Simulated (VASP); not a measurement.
A run of VASP 6.6.1 is set up as follows.

The input INCAR:

```
SYSTEM = PbO
PREC = Accurate
ENCUT = 520
EDIFF = 1E-7
ISMEAR = 0
SIGMA = 0.02
LREAL = .False.
LASPH = .True.
NELM = 60
ALGO = Normal
ISIF = 2
LWAVE = .False.
LCHARG = .False.
LDIPOL = .True.
IDIPOL = 3
DIPOL = 0.5 0.5 0.500
GGA = PE
IVDW = 12
NBANDS = 28
```

KPOINTS

```
Automatic mesh
0
Gamma
  6 6 1
  0 0 0
```

The input POSCAR:

```
PbO
1.0
    3.6910000000      0.0000000000      0.0000000000
    0.0000000000      3.6910000000      0.0000000000
    0.0000000000      0.0000000000     30.7493267952
Pb O
2 2
Direct
    0.5000000000      0.0000000000      0.4593974851
    0.0000000000      0.5000000000      0.5406025149
    0.0000000000      0.0000000000      0.5000000000
    0.5000000000      0.5000000000      0.5000000000
```

Potentials or basis: VASP PAW PBE potentials, release 64 (Pb_d, O).

The run is started by

```console
$ cat potpaw_PBE.64/Pb_d/POTCAR potpaw_PBE.64/O/POTCAR > POTCAR
$ mpirun -np 1 vasp_std > vasp.out
```

Question: What does it give for the band gap on the k mesh?

Answer: 3.47 eV, indirect (least direct gap 3.53 eV).

Question: Estimate the dispersion energy per atom.

Answer: -0.163 eV.

Question: Predict the largest force.

Answer: 1.620 eV/Å.

Forces in eV/Å, atoms in the order of the input:
```
Pb   0.000  0.000 -1.620
Pb   0.000  0.000  1.620
O    0.000  0.000  0.000
O    0.000  0.000  0.000
```

Caveat: spin-orbit coupling is left out, which moves the levels of the heavy elements.
